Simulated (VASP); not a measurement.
A run of VASP 6.6.1 is set up as follows.

Contents of INCAR:

```
PREC     = Accurate       # precision mode
ENCUT    = 520            # plane-wave cutoff, eV
EDIFF    = 1E-7           # SCF threshold, eV
ISMEAR   = -1             # smearing method
SIGMA    = 0.02           # smearing width, eV
LREAL    = Auto         
LASPH    = T              # aspherical terms in the spheres
NELM     = 100            # most SCF steps
ALGO     = Normal         # electronic algorithm
ISIF     = 2              # what is computed and relaxed
LWAVE    = F              # write WAVECAR
LCHARG   = F              # write CHGCAR
GGA      = PE             # functional
NBANDS   = 52             # bands
```

Contents of KPOINTS:

```
regular mesh
0
Gamma
  2 2 2
```

The input POSCAR:

```
TiSi16
1.0
    0.0000000000      5.4300000000      5.4300000000
    5.4300000000      0.0000000000      5.4300000000
    5.4300000000      5.4300000000      0.0000000000
Si Ti
16 1
Direct
   -0.0362062615     -0.0107182320      0.0453222836
    0.1289779006      0.1794567219      0.1068416206
    0.0006261510      0.0495580110      0.4614732965
    0.1136003683      0.1357734807      0.6364548803
   -0.0329373849      0.5312062615     -0.0435819521
    0.1023388582      0.6285451197      0.0770165746
   -0.0218876611      0.5152394107      0.4373941068
    0.0455156538      0.6965285451      0.5774493554
    0.5323480663      0.0101933702     -0.0599723757
    0.6208195212     -0.0004880295      0.1944475138
    0.4679373849      0.0316574586      0.5464272560
    0.6048802947      0.2194659300      0.6039779006
    0.5061233886      0.4254051565     -0.0370810313
    0.5819797422      0.6377071823      0.0560865562
    0.4025322284      0.6239871087      0.4255709024
    0.5732412523      0.6571639042      0.5815653775
    0.7258931860      0.2518047882      0.2162430939
```

Potentials or basis: VASP PAW PBE potentials, release 64 (Si, Ti_sv).

Command:

```bash
$ cat potpaw_PBE.64/Si/POTCAR potpaw_PBE.64/Ti_sv/POTCAR > POTCAR
$ mpirun -np 1 vasp_std > vasp.out
```

**Question.** Estimate the largest force.

**Answer.** 3.154 eV/Å.

**Question.** Predict the pressure.

**Answer.** 1.9 GPa.

**Question.** What does it give for the band gap on the k mesh?

**Answer.** Zero (band 38 reaches 6.73 eV, above the bottom of band 39 at 6.65 eV).

Forces on the atoms (eV/Å):
```
Si  -2.450  0.066  1.986
Si  -2.329  0.216  0.363
Si   1.242  0.448 -0.668
Si   1.383 -1.162 -0.731
Si  -0.263 -1.768 -0.380
Si  -0.024  1.411  1.464
Si   1.682  0.662 -1.225
Si  -0.766 -0.109 -1.327
Si   0.851 -0.143 -1.943
Si   0.867 -0.136 -0.583
Si  -1.443  0.769  0.186
Si  -0.412 -1.261  1.050
Si   0.499 -1.148 -0.092
Si   0.820 -0.310  0.569
Si  -1.336  1.132  0.327
Si  -0.138  1.025  0.962
Ti   1.817  0.309  0.039
```

Caveat: the k points lie up to 0.50 Å⁻¹ apart.
